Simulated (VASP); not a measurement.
Input of a VASP 6.6.1 run:

File INCAR:

```
SYSTEM = PbS
  PREC = Accurate
  ENCUT = 520
  EDIFF = 1E-6
  ISMEAR = 0
  SIGMA = 0.1
  LREAL = .False.
  LASPH = .True.
  NELM = 60
  ALGO = Normal
  ISIF = 2
  LWAVE = .False.
  LCHARG = .False.
  GGA = PE
  NBANDS = 28
```

The input KPOINTS:

```
regular mesh
0
Gamma
  6 6 4
  0 0 0
```

POSCAR

```
PbS
1.0
    4.4451954700      0.0000000000      0.0000000000
   -2.2225977400      3.8496522000      0.0000000000
    0.0000000000      0.0000000000      5.1370706000
Pb S
2 2
Direct
    0.3333333300      0.6666666700      0.2500000000
    0.6666666700      0.3333333300      0.7500000000
    0.6666666700      0.3333333300      0.2500000000
    0.3333333300      0.6666666700      0.7500000000
```

Potentials or basis: VASP PAW PBE potentials, release 64 (Pb_d, S).

Command:

```sh
$ cat potpaw_PBE.64/Pb_d/POTCAR potpaw_PBE.64/S/POTCAR > POTCAR
$ mpirun -np 1 vasp_std > vasp.out
```

Task: Estimate the pressure.

Result: 39.0 GPa.

Task: Predict the band gap on the k mesh.

Result: Zero (bands 20 and 21 overlap by 0.25 eV).

Stress tensor (GPa, compression positive):
```
32.20  0.00  0.00
 0.00 32.20  0.00
 0.00  0.00 52.54
```

Caveat: the stress differs along the axes, from 32 to 53 GPa; semilocal functionals underestimate gaps, and a narrow one can read as zero; spin-orbit coupling is left out, which moves the levels of the heavy elements.
